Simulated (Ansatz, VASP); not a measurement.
## MgSe in VASP and in Ansatz

INCAR

```
SYSTEM = MgSe
PREC = Accurate
ENCUT = 600
EDIFF = 1E-6
ISMEAR = 0
SIGMA = 0.05
LREAL = .False.
LASPH = .True.
NELM = 120
ALGO = Normal
ISIF = 2
LWAVE = .False.
LCHARG = .False.
GGA = PE
NBANDS = 11
GGA_COMPAT = .False.
```

The input KPOINTS:

```
regular mesh
0
Gamma
  4 4 4
  0 0 0
```

File POSCAR:

```
MgSe
1.0
    0.0000000000      2.7254991651      2.7254991651
    2.7254991651      0.0000000000      2.7254991651
    2.7254991651      2.7254991651      0.0000000000
Mg Se
1 1
Direct
    0.0000000000      0.0000000000      0.0000000000
    0.5000000000      0.5000000000      0.5000000000
```

Input for Ansatz:

```yaml
crystal:
  lattice:
    - [0.0, 2.7254991651, 2.7254991651]
    - [2.7254991651, 0.0, 2.7254991651]
    - [2.7254991651, 2.7254991651, 0.0]
  atoms:
    - { symbol: Mg, position: [0.0, 0.0, 0.0] }
    - { symbol: Se, position: [0.5, 0.5, 0.5] }
basis:
  ecutwfc: 420
  ecutrho_ratio: 4
kpoints:
  mp_grid: { grid: [4, 4, 4] }
hamiltonian:
  xc: pbe
scf:
  occupations: { method: gaussian, width: 0.05 }
output:
  forces: true
  stress: true
  eigenvalues: true
  populations: true
  write_density: true
  write_potential: true
  elf: true
  volumetric_format: npy
```

Alike in both runs: task single point; functional PBE; k mesh 4 × 4 × 4; occupations gaussian, width 0.05 eV; no spin polarisation.

```csv
,VASP,Ansatz
version,VASP 6.6.1,Ansatz 0.2.0
potentials or method,"VASP PAW PBE potentials, release 64 (Mg, Se), cutoff 600 eV","scalar-relativistic, plane waves, PAW"
valence electrons in the cell,8,26
```

```csv
,VASP,Ansatz,Ansatz less VASP
gap on the k mesh at the Fermi level (eV),1.77,1.79,+0.024
least direct gap on the mesh (eV),2.58,2.59,+0.011
pressure (GPa),2.3,2.5,+0.12
```

The functional is the same, so the differences come from potentials, cutoffs and numerics. VASP's potentials hold 8 valence electrons a cell and Ansatz's 26, so a difference there can come from the potentials and not from the codes.

The k mesh is coarse, so the values compare programs but aren't converged.
